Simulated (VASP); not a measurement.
# C (Fd-3m) in VASP: single point with PBE

Aim: the single point of C with PBE.

Program: VASP 6.6.1. These are calculated values, not measurements. Logs are shortened: lines on timing, memory, paths and dates and some standing lists are left out, and cuts for length are marked.

## (1) The cell of the first run

The structure is cubic, space group Fd-3m (No. 227). Conventional cell: a = 3.572 Å, b = 3.572 Å, c = 3.572 Å, α = 90.00°, β = 90.00°, γ = 90.00°. Within 2.1 Å of C (site symmetry -43m) lie 4 C at 1.55 Å.

## (2) Single point, PBE

Contents of INCAR:

```
PREC = Accurate
ENCUT = 600
EDIFF = 1E-6
ISMEAR = -1
SIGMA = 0.01
LREAL = F
LASPH = T
NELM = 120
ALGO = Normal
ISIF = 2
LWAVE = F
LCHARG = F
GGA = PE
NBANDS = 11
GGA_COMPAT = F
```

Contents of KPOINTS:

```
Automatic mesh
0
Gamma
  13 13 13
```

Contents of POSCAR:

```
C
1.0
    0.0000000000      1.7858109333      1.7858109333
    1.7858109333      0.0000000000      1.7858109333
    1.7858109333      1.7858109333      0.0000000000
C
2
Direct
    0.0000000000      0.0000000000      0.0000000000
    0.2500000000      0.2500000000      0.2500000000
```

Potentials or basis: VASP PAW PBE potentials, release 64 (C).

Run with:

```bash
> cat potpaw_PBE.64/C/POTCAR > POTCAR
> mpirun -np 1 vasp_std > vasp.out
```

OUTCAR:

```text
PREC = Accurate
   ENCUT = 600
   EDIFF = 1E-6
   ISMEAR = -1
   LREAL = F
   LASPH = T
   NELM = 120
   ISIF = 2
   GGA = PE

 ion  position               nearest neighbor table
   1  0.000  0.000  0.000-   2 1.55   2 1.55   2 1.55   2 1.55
   2  0.250  0.250  0.250-   1 1.55   1 1.55   1 1.55   1 1.55

  LATTYP: Found a face centered cubic cell.
 ALAT       =     3.5716218666

  Lattice vectors:

 A1 = (   0.0000000000,   1.7858109333,   1.7858109333)
 A2 = (   1.7858109333,   0.0000000000,   1.7858109333)
 A3 = (   1.7858109333,   1.7858109333,   0.0000000000)

Analysis of symmetry for initial positions (statically):
=====================================================================
 Subroutine PRICEL returns:
 Original cell was already a primitive cell.

 Routine SETGRP: Setting up the symmetry group for a
 face centered cubic supercell.

 Subroutine GETGRP returns: Found 48 space group operations
 (whereof 24 operations were pure point group operations)
 out of a pool of 48 trial point group operations.

The static configuration has the point symmetry T_d .
 The point group associated with its full space group is O_h .

Analysis of symmetry for dynamics (positions and initial velocities):
=====================================================================
 Subroutine PRICEL returns:
 Original cell was already a primitive cell.

 Routine SETGRP: Setting up the symmetry group for a
 face centered cubic supercell.

 Subroutine GETGRP returns: Found 48 space group operations
 (whereof 24 operations were pure point group operations)
 out of a pool of 48 trial point group operations.

The dynamic configuration has the point symmetry T_d .
 The point group associated with its full space group is O_h .

 Subroutine INISYM returns: Found 48 space group operations
 (whereof 24 operations are pure point group operations),
 and found     1 'primitive' translations

----------------------------------------------------------------------------------------

                                     Primitive cell

  volume of cell :      11.3903

  direct lattice vectors                    reciprocal lattice vectors
     0.000000000  1.785810933  1.785810933    -0.279984846  0.279984846  0.279984846
     1.785810933  0.000000000  1.785810933     0.279984846 -0.279984846  0.279984846
     1.785810933  1.785810933  0.000000000     0.279984846  0.279984846 -0.279984846

  length of vectors
     2.525518042  2.525518042  2.525518042     0.484947979  0.484947979  0.484947979

  position of ions in fractional coordinates (direct lattice)
     0.000000000  0.000000000  0.000000000
     0.250000000  0.250000000  0.250000000

  ion indices of the primitive-cell ions
   primitive index   ion index
                 1           1
                 2           2

----------------------------------------------------------------------------------------

 KPOINTS: Automatic mesh

Automatic generation of k-mesh.
 Grid dimensions read from file:
 generate k-points for:   13   13   13

 Generating k-lattice:

  Cartesian coordinates                     Fractional coordinates (reciprocal lattice)
    -0.021537296  0.021537296  0.021537296     0.076923077  0.000000000  0.000000000
     0.021537296 -0.021537296  0.021537296     0.000000000  0.076923077  0.000000000
     0.021537296  0.021537296 -0.021537296     0.000000000  0.000000000  0.076923077

  Length of vectors
     0.037303691  0.037303691  0.037303691

  Shift w.r.t. Gamma in fractional coordinates (k-lattice)
     0.000000000  0.000000000  0.000000000

 Subroutine IBZKPT returns following result:
 ===========================================

 Found     84 irreducible k-points:

 Following reciprocal coordinates:
            Coordinates               Weight
  0.000000  0.000000  0.000000      1.000000
  0.076923  0.000000  0.000000      8.000000
  0.153846  0.000000  0.000000      8.000000
  0.230769  0.000000  0.000000      8.000000
  0.307692  0.000000  0.000000      8.000000
  0.384615  0.000000  0.000000      8.000000
[... 16 lines left out ...]
  0.384615  0.153846  0.000000     24.000000
  0.461538  0.153846  0.000000     24.000000
 [... further k-points ...]
   k-points           NKPTS =     84   k-points in BZ     NKDIM =     84   number of bands    NBANDS=     11
   number of dos      NEDOS =    301   number of ions     NIONS =      2
   total plane-waves  NPLWV =   8000
   dimension x,y,z NGX =    20 NGY =   20 NGZ =   20
   dimension x,y,z NGXF=    40 NGYF=   40 NGZF=   40
   ions per type =               2
   NGX,Y,Z   is equivalent  to a cutoff of  13.17, 13.17, 13.17 a.u.
   NGXF,Y,Z  is equivalent  to a cutoff of  26.33, 26.33, 26.33 a.u.
 SYSTEM =  unknown system
   PREC   = accura    normal or accurate (medium, high low for compatibility)
   ISTART =      0    job   : 0-new  1-cont  2-samecut
   ICHARG =      2    charge: 1-file 2-atom 10-const
   ISPIN  =      1    spin polarized calculation?
   LNONCOLLINEAR =      F non collinear calculations
   LSORBIT =      F    spin-orbit coupling
   LASPH  =      T    aspherical Exc in radial PAW
   ENCUT  =  600.0 eV  44.10 Ry    6.64 a.u.   5.04  5.04  5.04*2*pi/ulx,y,z
   NELM   =    120;   NELMIN=  2; NELMDL= -5     # of ELM steps
   EDIFF  = 0.1E-05   stopping-criterion for ELM
   LREAL  =      F    real-space projection
   EDIFFG = 0.1E-04   stopping-criterion for IOM
   NSW    =      0    number of steps for IOM
   IBRION =     -1    ionic relax: 0-MD 1-quasi-New 2-CG
   NFREE  =      0    steps in history (QN), initial steepest desc. (CG)
   ISIF   =      2    stress and relaxation
   ISYM   =      2    0-nonsym 1-usesym 2-fastsym
   POTIM  = 0.5000    time-step for ionic-motion
   TEBEG  =    0.0;   TEEND  =   0.0 temperature during run
   PSTRESS=    0.0 pullay stress
   NELECT =       8.0000    total number of electrons
   NUPDOWN=      -1.0000    fix difference up-down
   EMIN   =  10.00;   EMAX   =-10.00  energy-range for DOS
   EFERMI =   0.00;   METHOD = LEGACY
   ISMEAR =    -1;   SIGMA  =   0.01  broadening in eV -4-tet -1-fermi 0-gaus
   EFERMI_NEDOS =   21; number of points for ismear=-14 and -15
   IALGO  =     38    algorithm
   IMIX   =      4    mixing-type and parameters
     AMIX     =   0.40;   BMIX     =  1.00
     AMIX_MAG =   1.60;   BMIX_MAG =  1.00
  volume/ion in A,a.u.               =       5.70        38.43
  Fermi-wavevector in a.u.,A,eV,Ry     =   1.455211  2.749950 28.812235  2.117640
  Thomas-Fermi vector in A             =   2.572272
   LORBIT       =      0    0 simple, 1 ext, 2 COOP (PROOUT), +10 PAW based schemes
   GGA     = PE    functional components
   LHFCALC =     F    Hartree Fock is set to
   AEXX    =    0.0000 exact exchange contribution
   IVDW    =     0    specifies the selected vdW correction
   LEPSILON=     F    determine dielectric tensor
   LRPA    =     F    only Hartree local field effects (RPA)
 non-spin polarized calculation
  energy-cutoff  :      600.00
  volume of cell :       11.39
 maximum number of plane-waves:       388
   NGX =  9   NGY =  9   NGZ =  9

 number of electron       7.9999999 magnetization

 Free energy of the ion-electron system (eV)
  ---------------------------------------------------
  ext. energy  EPLUGINS =         0.00000000
  ---------------------------------------------------
  free energy    TOTEN  =       -18.19052490 eV

  energy without entropy =      -18.19052490  energy(sigma->0) =      -18.19052490

 E-fermi :  10.0328     XC(G=0): -13.2301

 val. band max:        9.6692359274   @ k =   0.0000   0.0000   0.0000
 cond. band min:      13.8028196729   @ k =   0.3846   0.3846   0.0000
 fundamental gap:      4.1335837456
 Fermi energy:        10.0327532308

 k-point     1 :       0.0000    0.0000    0.0000
  band No.  band energies     occupation
      1     -11.7521      2.00000
      2       9.6692      2.00000
      3       9.6692      2.00000
      4       9.6692      2.00000
      5      15.2482      0.00000
      6      15.2482      0.00000
      7      15.2482      0.00000
      8      22.9066      0.00000
      9      28.9119      0.00000
     10      36.1604      0.00000
     11      36.1604      0.00000

 k-point     2 :       0.0769    0.0000    0.0000
  band No.  band energies     occupation
      1     -11.5889      2.00000
      2       8.6075      2.00000
      3       9.3916      2.00000
      4       9.3916      2.00000
      5      15.6115      0.00000
      6      15.6115      0.00000
      7      15.8723      0.00000
      8      23.0494      0.00000
      9      29.1873      0.00000
     10      34.2059      0.00000
     11      34.2059      0.00000

 k-point     3 :       0.1538    0.0000    0.0000
  band No.  band energies     occupation
      1     -11.1003      2.00000
      2       6.3463      2.00000
      3       8.7657      2.00000
      4       8.7657      2.00000
      5      16.4352      0.00000
      6      16.4352      0.00000
      7      16.8880      0.00000
      8      23.4659      0.00000
      9      29.8001      0.00000
     10      32.6254      0.00000
     11      32.6254      0.00000

 k-point     4 :       0.2308    0.0000    0.0000
  band No.  band energies     occupation
      1     -10.2928      2.00000
      2       3.7535      2.00000
      3       8.0874      2.00000
      4       8.0874      2.00000
      5      17.2687      0.00000
      6      17.2687      0.00000
      7      17.6388      0.00000
      8      24.0745      0.00000
      9      30.2633      0.00000
     10      32.0166      0.00000
     11      32.0166      0.00000
[... 239 lines left out ...]
 k-point    22 :       0.3077    0.1538    0.0000
  band No.  band energies     occupation
      1      -9.3850      2.00000
      2       3.1067      2.00000
      3       6.1169      2.00000
      4       6.7081      2.00000
      5      15.6182      0.00000
      6      19.9792      0.00000
      7      20.0835      0.00000
      8      21.7277      0.00000
      9      30.2018      0.00000
     10      31.1789      0.00000
     11      36.2278      0.00000

 k-point    23 :       0.3846    0.1538    0.0000
  band No.  band energies     occupation
      1      -8.1861      2.00000
      2       0.6985      2.00000
      3       5.8219      2.00000
      4       5.9439      2.00000
      5      16.3042      0.00000
      6      20.3467      0.00000
      7      20.3499      0.00000
      8      22.2917      0.00000
      9      30.8413      0.00000
     10      31.5306      0.00000
     11      36.5941      0.00000

 k-point    24 :       0.4615    0.1538    0.0000
  band No.  band energies     occupation
      1      -6.7563      2.00000
      2      -1.5354      2.00000
      3       5.2510      2.00000
      4       5.7827      2.00000
      5      16.7366      0.00000
      6      20.2247      0.00000
      7      20.5098      0.00000
      8      23.5466      0.00000
      9      30.2223      0.00000
     10      32.8754      0.00000
     11      36.6790      0.00000

 [... further k-points ...]
[... 5 lines left out ...]
  --------------------------------------------------------------------------------------
  -------------------------------------------------------------------------------------
  Total       -0.0015828     -0.0015828     -0.0015828     -0.0000000     -0.0000000      0.0000000
  in kB       -0.2226343     -0.2226343     -0.2226343     -0.0000000     -0.0000000      0.0000000
  external PRESSURE =      -0.2226343 kB  Pullay stress =       0.0000000 kB

 VOLUME and BASIS-vectors are now :
 -----------------------------------------------------------------------------
  energy-cutoff  :      600.00
  volume of cell :       11.39
      direct lattice vectors                 reciprocal lattice vectors
     0.000000000  1.785810933  1.785810933    -0.279984846  0.279984846  0.279984846
     1.785810933  0.000000000  1.785810933     0.279984846 -0.279984846  0.279984846
     1.785810933  1.785810933  0.000000000     0.279984846  0.279984846 -0.279984846

 POSITION                                       TOTAL-FORCE (eV/Angst)
 -----------------------------------------------------------------------------------
      0.00000      0.00000      0.00000        -0.000000     -0.000000     -0.000000
      0.89291      0.89291      0.89291         0.000000      0.000000      0.000000
 -----------------------------------------------------------------------------------
    total drift:                                0.000000      0.000000      0.000000

  FREE ENERGIE OF THE ION-ELECTRON SYSTEM (eV)
  ---------------------------------------------------
  free  energy   TOTEN  =       -18.1905249012 eV

  energy  without entropy=      -18.1905249012  energy(sigma->0) =      -18.19052490
```

Run time: 5.8 s. Hardware: 1 thread of Intel Xeon Platinum 8559C (Emerald Rapids), shared host; peak memory 0.12 GiB.

Results:

- Free energy: -18.1905 eV
- Pressure: 0.0 GPa
- Band gap on the k mesh: 4.13 eV, indirect (least direct gap 5.58 eV)

Levels at points of the mesh, in eV from the valence-band top:
```csv
k point,band 2,band 3,band 4,band 5,band 6,band 7
"(0.00, 0.00, 0.00)",0.00,0.00,0.00,5.58,5.58,5.58
```

A k mesh can miss the band edges. PBE gaps usually lie below the measured ones, often by a third to a half.
